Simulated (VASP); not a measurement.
A run of VASP 6.6.1 is set up as follows.

INCAR

```
ALGO = Normal ; EDIFF = 1E-6
ENCUT = 520 ; GGA = PE
ISIF = 2 ; ISMEAR = 0
LASPH = True ; LCHARG = False
LREAL = False ; LWAVE = False
NBANDS = 10 ; NELM = 80
PREC = Accurate ; SIGMA = 0.1
```

File KPOINTS:

```
k-points
0
Gamma
  6 6 6
```

Contents of POSCAR:

```
Al
1.0
    4.3158969100      0.0000000000      0.0000000000
   -2.1579484500      3.7376763600      0.0000000000
    0.0000000000      0.0000000000      2.4938236400
Al
2
Direct
    0.3333333300      0.6666666700      0.5000000000
    0.6666666700      0.3333333300      0.5000000000
```

Potentials or basis: VASP PAW PBE potentials, release 64 (Al).

Run with:

```sh
$ cat potpaw_PBE.64/Al/POTCAR > POTCAR
$ mpirun -np 1 vasp_std > vasp.out
```

(1) What does it give for the band gap on the k mesh?

(2) What does it give for the pressure?

Answers

(1) zero (band 3 reaches 8.47 eV, above the bottom of band 4 at 4.17 eV).

(2) 13.2 GPa.

Caveat: the k points lie up to 0.42 Å⁻¹ apart.
